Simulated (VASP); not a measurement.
# W (Im-3m) in VASP: a series of runs, part 2 of 3

VASP 6.6.1. The steps go on from the part before.

**4. Single point, PBE (volume scaled by 0.94)**

Contents of INCAR:

```
SYSTEM = W
PREC = Accurate ; ENCUT = 520
EDIFF = 1E-7 ; ISMEAR = 0
SIGMA = 0.1 ; LREAL = .FALSE.
LASPH = .TRUE. ; NELM = 60
ALGO = Normal ; ISIF = 2
LWAVE = .FALSE. ; LCHARG = .FALSE.
GGA = PE ; NBANDS = 13
```

Contents of KPOINTS:

```
Automatic mesh
0
G
  18 18 18
  0 0 0
```

Contents of POSCAR:

```
W
1.0
   -1.5592833158      1.5592833158      1.5592833158
    1.5592833158     -1.5592833158      1.5592833158
    1.5592833158      1.5592833158     -1.5592833158
W
1
Direct
    0.0000000000      0.0000000000      0.0000000000
```

Potentials or basis: VASP PAW PBE potentials, release 64 (W_sv).

The run is started by

```console
$ cat potpaw_PBE.64/W_sv/POTCAR > POTCAR
$ mpirun -np 1 vasp_std > vasp.out
```

OUTCAR:

```text
SYSTEM = W
   PREC = Accurate
   ENCUT = 520
   EDIFF = 1E-7
   ISMEAR = 0
   LREAL = .FALSE.
   LASPH = .TRUE.
   NELM = 60
   ISIF = 2
   GGA = PE

 ion  position               nearest neighbor table
   1  0.000  0.000  0.000-

  LATTYP: Found a body centered cubic cell.
 ALAT       =     3.1185666316

  Lattice vectors:

 A1 = (  -1.5592833158,   1.5592833158,   1.5592833158)
 A2 = (   1.5592833158,  -1.5592833158,   1.5592833158)
 A3 = (   1.5592833158,   1.5592833158,  -1.5592833158)

Analysis of symmetry for initial positions (statically):
=====================================================================
 Subroutine PRICEL returns:
 Original cell was already a primitive cell.

 Routine SETGRP: Setting up the symmetry group for a
 body centered cubic supercell.

 Subroutine GETGRP returns: Found 48 space group operations
 (whereof 48 operations were pure point group operations)
 out of a pool of 48 trial point group operations.

The static configuration has the point symmetry O_h .

Analysis of symmetry for dynamics (positions and initial velocities):
=====================================================================
 Subroutine PRICEL returns:
 Original cell was already a primitive cell.

 Routine SETGRP: Setting up the symmetry group for a
 body centered cubic supercell.

 Subroutine GETGRP returns: Found 48 space group operations
 (whereof 48 operations were pure point group operations)
 out of a pool of 48 trial point group operations.

The dynamic configuration has the point symmetry O_h .

 Subroutine INISYM returns: Found 48 space group operations
 (whereof 48 operations are pure point group operations),
 and found     1 'primitive' translations

----------------------------------------------------------------------------------------

                                     Primitive cell

  volume of cell :      15.1647

  direct lattice vectors                    reciprocal lattice vectors
    -1.559283316  1.559283316  1.559283316     0.000000000  0.320660136  0.320660136
     1.559283316 -1.559283316  1.559283316     0.320660136  0.000000000  0.320660136
     1.559283316  1.559283316 -1.559283316     0.320660136  0.320660136  0.000000000

  length of vectors
     2.700757926  2.700757926  2.700757926     0.453481913  0.453481913  0.453481913

  position of ions in fractional coordinates (direct lattice)
     0.000000000  0.000000000  0.000000000

  ion indices of the primitive-cell ions
   primitive index   ion index
                 1           1

----------------------------------------------------------------------------------------

 KPOINTS: Automatic mesh

Automatic generation of k-mesh.
 Grid dimensions read from file:
 generate k-points for:   18   18   18

 Generating k-lattice:

  Cartesian coordinates                     Fractional coordinates (reciprocal lattice)
     0.000000000  0.017814452  0.017814452     0.055555556  0.000000000  0.000000000
     0.017814452  0.000000000  0.017814452     0.000000000  0.055555556  0.000000000
     0.017814452  0.017814452  0.000000000     0.000000000  0.000000000  0.055555556

  Length of vectors
     0.025193440  0.025193440  0.025193440

  Shift w.r.t. Gamma in fractional coordinates (k-lattice)
     0.000000000  0.000000000  0.000000000

 Subroutine IBZKPT returns following result:
 ===========================================

 Found    195 irreducible k-points:

 Following reciprocal coordinates:
            Coordinates               Weight
  0.000000  0.000000  0.000000      1.000000
  0.055556  0.000000  0.000000     12.000000
  0.111111  0.000000  0.000000     12.000000
  0.166667  0.000000  0.000000     12.000000
  0.222222  0.000000  0.000000     12.000000
  0.277778  0.000000  0.000000     12.000000
[... 16 lines left out ...]
  0.333333  0.111111  0.000000     48.000000
  0.388889  0.111111  0.000000     48.000000
 [... further k-points ...]
   k-points           NKPTS =    195   k-points in BZ     NKDIM =    195   number of bands    NBANDS=     13
   number of dos      NEDOS =    301   number of ions     NIONS =      1
   total plane-waves  NPLWV =   8000
   dimension x,y,z NGX =    20 NGY =   20 NGZ =   20
   dimension x,y,z NGXF=    40 NGYF=   40 NGZF=   40
   ions per type =               1
   NGX,Y,Z   is equivalent  to a cutoff of  12.31, 12.31, 12.31 a.u.
   NGXF,Y,Z  is equivalent  to a cutoff of  24.62, 24.62, 24.62 a.u.
 SYSTEM =  W
   PREC   = accura    normal or accurate (medium, high low for compatibility)
   ISTART =      0    job   : 0-new  1-cont  2-samecut
   ICHARG =      2    charge: 1-file 2-atom 10-const
   ISPIN  =      1    spin polarized calculation?
   LNONCOLLINEAR =      F non collinear calculations
   LSORBIT =      F    spin-orbit coupling
   LASPH  =      T    aspherical Exc in radial PAW
   ENCUT  =  520.0 eV  38.22 Ry    6.18 a.u.   5.02  5.02  5.02*2*pi/ulx,y,z
   NELM   =     60;   NELMIN=  2; NELMDL= -5     # of ELM steps
   EDIFF  = 0.1E-06   stopping-criterion for ELM
   LREAL  =      F    real-space projection
   EDIFFG = 0.1E-05   stopping-criterion for IOM
   NSW    =      0    number of steps for IOM
   IBRION =     -1    ionic relax: 0-MD 1-quasi-New 2-CG
   NFREE  =      0    steps in history (QN), initial steepest desc. (CG)
   ISIF   =      2    stress and relaxation
   ISYM   =      2    0-nonsym 1-usesym 2-fastsym
   POTIM  = 0.5000    time-step for ionic-motion
   TEBEG  =    0.0;   TEEND  =   0.0 temperature during run
   PSTRESS=    0.0 pullay stress
   NELECT =      14.0000    total number of electrons
   NUPDOWN=      -1.0000    fix difference up-down
   EMIN   =  10.00;   EMAX   =-10.00  energy-range for DOS
   EFERMI =   0.00;   METHOD = LEGACY
   ISMEAR =     0;   SIGMA  =   0.10  broadening in eV -4-tet -1-fermi 0-gaus
   EFERMI_NEDOS =   21; number of points for ismear=-14 and -15
   IALGO  =     38    algorithm
   IMIX   =      4    mixing-type and parameters
     AMIX     =   0.40;   BMIX     =  1.00
     AMIX_MAG =   1.60;   BMIX_MAG =  1.00
  volume/ion in A,a.u.               =      15.16       102.34
  Fermi-wavevector in a.u.,A,eV,Ry     =   1.594064  3.012345 34.572958  2.541041
  Thomas-Fermi vector in A             =   2.692197
   LORBIT       =      0    0 simple, 1 ext, 2 COOP (PROOUT), +10 PAW based schemes
   GGA     = PE    functional components
   LHFCALC =     F    Hartree Fock is set to
   AEXX    =    0.0000 exact exchange contribution
   IVDW    =     0    specifies the selected vdW correction
   LEPSILON=     F    determine dielectric tensor
   LRPA    =     F    only Hartree local field effects (RPA)
 non-spin polarized calculation
 Gauss-broadening in eV      SIGMA  =   0.10
  energy-cutoff  :      520.00
  volume of cell :       15.16
 maximum number of plane-waves:       420
   NGX =  9   NGY =  9   NGZ =  9

 number of electron      14.0000002 magnetization

 Free energy of the ion-electron system (eV)
  ---------------------------------------------------
  ext. energy  EPLUGINS =         0.00000000
  ---------------------------------------------------
  free energy    TOTEN  =       -12.88504633 eV

  energy without entropy =      -12.88163525  energy(sigma->0) =      -12.88334079

 E-fermi :  12.0880     XC(G=0): -13.8938

 val. band max:       12.0785101756   @ k =  -0.1667   0.1667   0.0556
 cond. band min:      12.0884070328   @ k =  -0.2778   0.3333   0.2222
 fundamental gap:      0.0098968572
 Fermi energy:        12.0879725747

 k-point     1 :       0.0000    0.0000    0.0000
  band No.  band energies     occupation
      1     -62.0316      2.00000
      2     -25.5220      2.00000
      3     -25.5220      2.00000
      4     -25.5220      2.00000
      5       2.2164      2.00000
      6      10.7904      2.00000
      7      10.7904      2.00000
      8      10.7904      2.00000
      9      14.4639      0.00000
     10      14.4639      0.00000
     11      26.7116      0.00000
     12      26.7116      0.00000
     13      26.7116      0.00000
[... 353 lines left out ...]
 k-point    24 :       0.3889    0.1111    0.0000
  band No.  band energies     occupation
      1     -61.8682      2.00000
      2     -26.9191      2.00000
      3     -26.0438      2.00000
      4     -25.5981      2.00000
      5       5.9969      2.00000
      6       8.4751      2.00000
      7      11.5781      2.00000
      8      14.2465      0.00000
      9      15.6753      0.00000
     10      18.9329      0.00000
     11      23.6605      0.00000
     12      24.9143      0.00000
     13      29.6042      0.00000

 [... further k-points ...]

------------------------ aborting loop because EDIFF is reached ----------------------------------------

  FORCE on cell =-STRESS in cart. coord.  units (eV):
  Direction    XX          YY          ZZ          XY          YZ          ZX
  --------------------------------------------------------------------------------------
  -------------------------------------------------------------------------------------
  Total        2.1155903      2.1155903      2.1155903      0.0000000      0.0000000     -0.0000000
  in kB      223.5151963    223.5151963    223.5151963      0.0000000      0.0000000     -0.0000000
  external PRESSURE =     223.5151963 kB  Pullay stress =       0.0000000 kB

 VOLUME and BASIS-vectors are now :
 -----------------------------------------------------------------------------
  energy-cutoff  :      520.00
  volume of cell :       15.16
      direct lattice vectors                 reciprocal lattice vectors
    -1.559283316  1.559283316  1.559283316     0.000000000  0.320660136  0.320660136
     1.559283316 -1.559283316  1.559283316     0.320660136  0.000000000  0.320660136
     1.559283316  1.559283316 -1.559283316     0.320660136  0.320660136  0.000000000

 POSITION                                       TOTAL-FORCE (eV/Angst)
 -----------------------------------------------------------------------------------
      0.00000      0.00000      0.00000         0.000000     -0.000000      0.000000
 -----------------------------------------------------------------------------------
    total drift:                                0.000000     -0.000000     -0.000000

  FREE ENERGIE OF THE ION-ELECTRON SYSTEM (eV)
  ---------------------------------------------------
  free  energy   TOTEN  =       -12.8850463258 eV

  energy  without entropy=      -12.8816352470  energy(sigma->0) =      -12.88334079
```

OSZICAR:

```text
N       E                     dE             d eps       ncg     rms          rms(c)
DAV:   1     0.845748256287E+02    0.84575E+02   -0.73877E+03  5107   0.123E+03
DAV:   2    -0.118007854856E+02   -0.96376E+02   -0.92449E+02  5725   0.319E+02
DAV:   3    -0.134581588700E+02   -0.16574E+01   -0.16508E+01  5510   0.401E+01
DAV:   4    -0.134642392713E+02   -0.60804E-02   -0.60803E-02  5685   0.272E+00
DAV:   5    -0.134642864246E+02   -0.47153E-04   -0.47153E-04  5580   0.225E-01    0.227E+01
DAV:   6    -0.130124058987E+02    0.45188E+00   -0.35922E-01  5300   0.819E+00    0.953E+00
DAV:   7    -0.128891899084E+02    0.12322E+00   -0.19685E-01  5695   0.577E+00    0.529E-01
DAV:   8    -0.128850298887E+02    0.41600E-02   -0.40803E-03  5140   0.828E-01    0.127E-01
DAV:   9    -0.128850545062E+02   -0.24618E-04   -0.36224E-05  5860   0.706E-02    0.658E-02
DAV:  10    -0.128850461611E+02    0.83450E-05   -0.95883E-06  5550   0.459E-02    0.606E-03
DAV:  11    -0.128850464928E+02   -0.33167E-06   -0.14497E-07  4303   0.466E-03    0.101E-03
DAV:  12    -0.128850463505E+02    0.14231E-06   -0.94901E-09  2815   0.122E-03    0.951E-05
DAV:  13    -0.128850463258E+02    0.24667E-07   -0.15559E-09  2620   0.564E-04
   1 F= -.12885046E+02 E0= -.12883341E+02  d E =-.341108E-02
```

stdout:

```text
POSCAR found type information on POSCAR W
 POSCAR found :  1 types and       1 ions
 scaLAPACK will be used
 LDA part: xc-table for (Slater+PW92), standard interpolation
 POSCAR, INCAR and KPOINTS ok, starting setup
 FFT: planning ... GRIDC
 FFT: planning ... GRID_SOFT
 FFT: planning ... GRID
 WAVECAR not read
 entering main loop
```

It took 17 s on 1 thread of AMD EPYC 9R45 (Zen 5), shared host; peak memory 0.12 GiB.

What came out:

| Property | Result |
| --- | --- |
| Free energy | -12.8850 eV |
| Pressure | 22.4 GPa |
| Band gap on the k mesh | zero (band 7 reaches 17.59 eV, above the bottom of band 8 at 10.79 eV) |

Caveat: spin-orbit coupling is left out, which moves the levels of the heavy elements.

**5. Single point, PBE (volume scaled by 0.97)**

Contents of INCAR:

```
ALGO = Normal
EDIFF = 1E-6
ENCUT = 520
GGA = PE
ISIF = 2
ISMEAR = 0
LASPH = T
LCHARG = F
LREAL = F
LWAVE = F
NBANDS = 13
NELM = 100
PREC = Accurate
SIGMA = 0.1
```

Contents of KPOINTS:

```
k-points
0
Gamma
  18 18 18
```

Contents of POSCAR:

```
W
1.0
   -1.5756980306      1.5756980306      1.5756980306
    1.5756980306     -1.5756980306      1.5756980306
    1.5756980306      1.5756980306     -1.5756980306
W
1
Direct
    0.0000000000      0.0000000000      0.0000000000
```

Potentials or basis: VASP PAW PBE potentials, release 64 (W_sv).

The run is started by

```console
$ cat potpaw_PBE.64/W_sv/POTCAR > POTCAR
$ mpirun -np 1 vasp_std > vasp.out
```

OUTCAR:

```text
EDIFF = 1E-6
   ENCUT = 520
   GGA = PE
   ISIF = 2
   ISMEAR = 0
   LASPH = T
   LREAL = F
   NELM = 100
   PREC = Accurate

 ion  position               nearest neighbor table
   1  0.000  0.000  0.000-

  LATTYP: Found a body centered cubic cell.
 ALAT       =     3.1513960612

  Lattice vectors:

 A1 = (  -1.5756980306,   1.5756980306,   1.5756980306)
 A2 = (   1.5756980306,  -1.5756980306,   1.5756980306)
 A3 = (   1.5756980306,   1.5756980306,  -1.5756980306)

Analysis of symmetry for initial positions (statically):
[... 552 lines left out ...]
      5       5.7195      2.00000
      6       8.1582      2.00000
      7      11.0605      2.00000
      8      13.6983      0.00000
      9      15.0572      0.00000
     10      18.1784      0.00000
     11      22.7429      0.00000
     12      24.2695      0.00000
     13      28.6502      0.00000

 [... further k-points ...]
[... 5 lines left out ...]
  --------------------------------------------------------------------------------------
  -------------------------------------------------------------------------------------
  Total        1.0300680      1.0300680      1.0300680      0.0000000     -0.0000000      0.0000000
  in kB      105.4623648    105.4623648    105.4623648      0.0000000     -0.0000000      0.0000000
  external PRESSURE =     105.4623648 kB  Pullay stress =       0.0000000 kB

 VOLUME and BASIS-vectors are now :
 -----------------------------------------------------------------------------
  energy-cutoff  :      520.00
  volume of cell :       15.65
      direct lattice vectors                 reciprocal lattice vectors
    -1.575698031  1.575698031  1.575698031     0.000000000  0.317319683  0.317319683
     1.575698031 -1.575698031  1.575698031     0.317319683  0.000000000  0.317319683
     1.575698031  1.575698031 -1.575698031     0.317319683  0.317319683  0.000000000

 POSITION                                       TOTAL-FORCE (eV/Angst)
 -----------------------------------------------------------------------------------
      0.00000      0.00000      0.00000        -0.000000     -0.000000      0.000000
 -----------------------------------------------------------------------------------
    total drift:                               -0.000000     -0.000000      0.000000

  FREE ENERGIE OF THE ION-ELECTRON SYSTEM (eV)
  ---------------------------------------------------
  free  energy   TOTEN  =       -12.9345672920 eV

  energy  without entropy=      -12.9311562610  energy(sigma->0) =      -12.93286178
```

Wall time 15 s (1 thread of AMD EPYC 9R45 (Zen 5), shared host); peak memory 0.12 GiB.

Results:

| Item | Value |
| --- | --- |
| Free energy | -12.9346 eV |
| Pressure | 10.5 GPa |
| Band gap on the k mesh | zero (band 7 reaches 16.89 eV, above the bottom of band 8 at 10.38 eV) |

Levels at points of the mesh, in eV from the Fermi level:
| k point | band 3 | band 4 | band 5 | band 6 | band 7 | band 8 | band 9 | band 10 | band 11 | band 12 |
| --- | --- | --- | --- | --- | --- | --- | --- | --- | --- | --- |
| (0.00, 0.00, 0.00) | -37.70 | -37.70 | -9.70 | -1.25 | -1.25 | -1.25 | 2.30 | 2.30 | 14.55 | 14.55 |
| (0.50, 0.00, 0.00) | -38.14 | -37.71 | -6.36 | -3.63 | 0.73 | 2.20 | 3.20 | 6.27 | 11.30 | 11.52 |
| (0.50, 0.50, 0.50) | -38.64 | -38.64 | -5.93 | -5.93 | 5.27 | 5.27 | 5.27 | 8.36 | 8.36 | 8.36 |

Caveat: spin-orbit coupling is left out, which moves the levels of the heavy elements.

[end of part 2 of 3]
